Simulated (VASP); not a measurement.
A run of VASP 6.6.1 is set up as follows.

The input POSCAR:

```
Hf
1.0
    4.9951936113      0.0000000000      0.0000000000
   -2.4975968057      4.3259645642      0.0000000000
    0.0000000000      0.0000000000      3.1066714698
Hf
3
Direct
    0.0000000000      0.0000000000      0.0000000000
    0.3333333333      0.6666666667      0.5000000000
    0.6666666667      0.3333333333      0.5000000000
```

The input INCAR.step1:

```
  ALGO = Normal
  EDIFF = 1E-4
  ENCUT = 520
  GGA = PE
  ISMEAR = -1
  LASPH = True
  LCHARG = False
  LREAL = False
  LWAVE = True
  NBANDS = 22
  NELM = 60
  PREC = Accurate
  SIGMA = 0.05
```

INCAR.step2

```
  ALGO = Normal
  EDIFF = 1E-7
  ENCUT = 520
  ISIF = 2
  ISMEAR = -1
  ISTART = 1
  LASPH = True
  LCHARG = True
  LELF = True
  LMIXTAU = True
  LREAL = False
  LVHAR = True
  LWAVE = False
  METAGGA = R2SCAN
  NBANDS = 22
  NELM = 60
  PREC = Accurate
  SIGMA = 0.05
```

Contents of KPOINTS:

```
k-points
0
Gamma
  6 6 9
```

Potentials or basis: VASP PAW PBE potentials, release 64 (Hf_pv).

The run is started by

```sh
$ cat potpaw_PBE.64/Hf_pv/POTCAR > POTCAR
$ cp INCAR.step1 INCAR
$ mpirun -np 1 vasp_std > vasp.out
$ cp INCAR.step2 INCAR
$ mpirun -np 1 vasp_std > vasp.out
```

Estimate the band gap on the k mesh.

zero (band 15 reaches 5.03 eV, above the bottom of band 16 at 4.12 eV).

What does it give for the pressure?

-2.1 GPa.

Stress tensor (GPa, compression positive):
```
-1.95  0.00  0.00
 0.00 -1.95  0.00
 0.00  0.00 -2.28
```

Caveat: the PAW data sets were made with another functional, which shifts forces and pressure a little; spin-orbit coupling is left out, which moves the levels of the heavy elements.
